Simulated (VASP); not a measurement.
**Y4Sn3N4: single point with PBE**

Crystal: Y4Sn3N4.

```
Y Sn N
1.0
     4.70156    0.00000    0.00000
     0.00000    4.70156    0.00000
     0.00000    0.00000    4.70156
Y Sn N
4 3 4
Direct
  0.29170 0.29170 0.29170
  0.29170 0.70830 0.70830
  0.70830 0.29170 0.70830
  0.70830 0.70830 0.29170
  0.00000 0.00000 0.50000
  0.50000 0.00000 0.00000
  0.00000 0.50000 0.00000
  0.24569 0.24569 0.75431
  0.75431 0.75431 0.75431
  0.24569 0.75431 0.24569
  0.75431 0.24569 0.24569
```

The cell was built from a structure type or drawn by symmetry, and may not be a known phase.

```
Program             : VASP 6.6.1
Task                : single point
Functional          : PBE
Potentials or basis : VASP PAW PBE potentials, release 64 (Y_sv, Sn_d, N)
Cutoff              : 520 eV
k mesh              : 4 × 4 × 4
Occupations         : gaussian, width 0.1 eV
Spin                : no spin polarisation
```

```json
{
 "Pressure": "270.2 GPa",
 "Largest force": "13.188 eV/Å",
 "Band gap on the k mesh": "zero (bands 53 and 54 overlap by 1.85 eV)"
}
```

Forces on the atoms (eV/Å):
```
Y    7.614  7.614  7.614
Y    7.614 -7.614 -7.614
Y   -7.614  7.614 -7.614
Y   -7.614 -7.614  7.614
Sn   0.000  0.000  0.000
Sn   0.000  0.000  0.000
Sn   0.000  0.000  0.000
N   -0.168 -0.168  0.168
N    0.168  0.168  0.168
N   -0.168  0.168 -0.168
N    0.168 -0.168 -0.168
```

Levels at points of the mesh, in eV from the Fermi level:
```
           k point  band 50  band 51  band 52  band 53  band 54  band 55  band 56  band 57
(0.00, 0.00, 0.00)    -3.59    -2.63    -2.63    -2.63    -1.36     0.74     0.74     1.94
(0.50, 0.00, 0.00)    -2.66    -2.65    -1.14    -0.32     0.22     0.22     0.32     0.78
(0.50, 0.50, 0.00)    -1.63    -1.63    -0.21     0.14     0.49     0.49     0.58     1.00
(0.50, 0.50, 0.50)    -0.28     0.08     0.46     0.46     0.46     1.31     1.31     1.31
```

It took 47 s on 1 thread of Intel(R) Xeon(R) 6975P-C (Granite Rapids), with other jobs on the host, peak memory 0.24 GiB.

Caveat: the cell stands under pressure; spin-orbit coupling is left out, which moves the levels of the heavy elements; forces of over 1 eV/Å act on the atoms, so gaps and moduli don't describe the material at rest.
